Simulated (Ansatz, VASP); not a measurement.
One calculation of Sb, two programs

The input INCAR:

```
SYSTEM = Sb
PREC     = Accurate       ! precision mode
ENCUT    = 520            ! plane-wave cutoff, eV
EDIFF    = 1E-6           ! SCF threshold, eV
ISMEAR   = -1             ! smearing method
SIGMA    = 0.05           ! smearing width, eV
LREAL    = .False.        ! projectors in reciprocal space
LASPH    = .True.         ! aspherical terms in the spheres
NELM     = 80             ! most SCF steps
ALGO     = Normal         ! electronic algorithm
ISIF     = 2              ! what is computed and relaxed
LWAVE    = .False.        ! write WAVECAR
LCHARG   = .True.         ! write CHGCAR
GGA      = PE             ! functional
LELF     = .True.         ! ELF
LVHAR    = .True.       
NBANDS   = 8              ! bands
```

The input KPOINTS:

```
Automatic mesh
0
Gamma
  13 13 13
  0 0 0
```

Contents of POSCAR:

```
Sb
1.0
    3.1600000000      0.0000000000      0.0000000000
    0.0000000000      3.1600000000      0.0000000000
    0.0000000000      0.0000000000      3.2548000000
Sb
1
Direct
    0.0000000000      0.0000000000      0.0000000000
```

Input for Ansatz:

```yaml
crystal:
  lattice:
    - [3.16, 0.0, 0.0]
    - [0.0, 3.16, 0.0]
    - [0.0, 0.0, 3.2548]
  atoms:
    - { symbol: Sb, position: [0.0, 0.0, 0.0] }
kpoints:
  mp_grid: { grid: [13, 13, 13] }
  band_path:
    path:
      - [0.0, 0.0, 0.0]
      - [0.0, 0.5, 0.0]
      - [0.5, 0.5, 0.0]
      - [0.0, 0.0, 0.0]
      - [0.0, 0.0, 0.5]
      - [0.0, 0.5, 0.5]
      - [0.5, 0.5, 0.5]
      - [0.0, 0.0, 0.5]
      - [0.0, 0.5, 0.0]
    npoints: 5
scf:
  occupations: { method: fermi_dirac, width: 0.05 }
hamiltonian:
  xc: pbe
  pseudopotentials: { kind: all_electron, lapw: { basis_error: 0.001 } }
output:
  forces: true
  stress: true
  eigenvalues: true
```

Change from the starting cell: zz strain of +3 %.

Alike in both runs: task single point; functional PBE; k mesh 13 × 13 × 13; occupations fermi-dirac, width 0.05 eV; no spin polarisation.

|  | VASP | Ansatz |
| --- | --- | --- |
| version | VASP 6.6.1 | Ansatz 0.2.0 |
| potentials or method | VASP PAW PBE potentials, release 64 (Sb), cutoff 520 eV | all-electron LAPW, scalar-relativistic |

Ansatz gave:

| Quantity | Value |
| --- | --- |
| pressure (GPa) | -3.6 |
| traceless stress, the component that is largest in VASP (GPa) | -2.34 |

Question: Estimate VASP's values.

Answer: Pressure (GPa): -3.7; traceless stress, the component that is largest in VASP (GPa): -2.34.

Ansatz ran all-electron here, and VASP with PAW potentials.

Neither program's run includes spin-orbit coupling.
